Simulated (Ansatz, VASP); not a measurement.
# Y in VASP and in Ansatz

```
Y
1.0
    -3.11215    3.11215    1.70445
     3.11215   -3.11215    1.70445
     3.11215    3.11215   -1.70445
Y
2
Cartesian
  0.0000 -1.5561 -0.4261
  0.0000 1.5561 0.4261
```

Change from the starting cell: volume scaled by 1, PAW files, source ansatz.

Alike in both runs: task single point; functional PBE; k mesh 14 × 14 × 14; occupations fermi-dirac, width 0.08 eV; no spin polarisation.

```csv
,VASP,Ansatz
version,VASP 6.6.1,Ansatz 0.2.0
potentials or method,"VASP PAW PBE potentials, release 64 (Y_sv)","PAW with other files of Ansatz's library (source ansatz), scalar-relativistic"
plane-wave cutoff (eV),520,420
valence electrons in the cell,22,22
```

```tsv
	VASP	Ansatz	Ansatz less VASP
pressure (GPa)	-0.1	0.0	+0.07
```

Ansatz's warnings: written density without core change.
